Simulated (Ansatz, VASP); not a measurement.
## One calculation of TiB6, two programs

```
Ti B
1.0
    -2.96411    2.96411    2.96411
     2.96411   -2.96411    2.96411
     2.96411    2.96411   -2.96411
Ti B
1 6
Direct
  0.00000 0.00000 0.00000
  0.63638 0.63638 0.00000
  0.36362 0.36362 0.00000
  0.00000 0.36362 0.36362
  0.00000 0.63638 0.63638
  0.63638 0.00000 0.63638
  0.36362 0.00000 0.36362
```

Change from the starting cell: species swapped into the MoF6 type (Im-3m, No. 229).

Alike in both runs: task single point; functional PBE; k mesh 4 × 4 × 4; occupations gaussian, width 0.1 eV; collinear spin.

|  | VASP | Ansatz |
| --- | --- | --- |
| version | VASP 6.6.1 | Ansatz 0.2.0 |
| potentials or method | VASP PAW PBE potentials, release 64 (Ti_sv, B), cutoff 520 eV | scalar-relativistic, plane waves, PAW |
| valence electrons in the cell | 30 | 30 |

Ansatz gave:

| Item | Value |
| --- | --- |
| gap on the k mesh at the Fermi level (eV) | none |
| pressure (GPa) | 0.3 |
| rms of the force components (eV/Å) | 0.004 |
| net moment per atom (μB) | 0.00 |

Question: What did VASP give for the same quantities?

Answer: gap on the k mesh at the Fermi level (eV): none; pressure (GPa): 0.2; rms of the force components (eV/Å): 0.015; net moment per atom (μB): 0.00.

Atom by atom the forces differ by 0.011 eV/Å (rms over components). A gap of «none» marks a metal or a gap that the smearing closes. With one functional, cell and mesh, what is left measures potentials, basis and numerics. Ansatz's warnings: seeded moment not kept.

The k mesh is coarse, so the values compare programs but aren't converged.
